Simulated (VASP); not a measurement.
Crystal: TiC.

```
Ti C
1.0
     0.00000    2.12151    2.12151
     2.12151    0.00000    2.12151
     2.12151    2.12151    0.00000
Ti C
1 1
Direct
  0.00000 0.00000 0.00000
  0.50000 0.50000 0.50000
```

Base run:

| Quantity | Value |
| --- | --- |
| Program | VASP 6.6.1 |
| Functional | BLYP |
| Potentials or basis | VASP PAW PBE potentials, release 64 (Ti_sv, C) |
| Cutoff | 520 eV |
| k mesh | 11 × 11 × 11 |
| Occupations | fermi-dirac, width 0.05 eV |
| Spin | no spin polarisation |

Its results: band gap on the k mesh zero (band 8 reaches 11.30 eV, above the bottom of band 9 at 10.18 eV); pressure 27.4 GPa.

Problem. After a change of settings the same cell gave: band gap on the k mesh zero (band 8 reaches 11.12 eV, above the bottom of band 9 at 9.76 eV); pressure 18.6 GPa. Which change was it?
A. functional from BLYP to PBE; dispersion from none to D3(BJ)
B. functional from BLYP to r2SCAN
C. functional from BLYP to RPBE; dispersion from none to D4
D. functional from BLYP to PBEsol

Solution. B.

Caveats: the PAW data sets were made with another functional, which shifts forces and pressure a little.
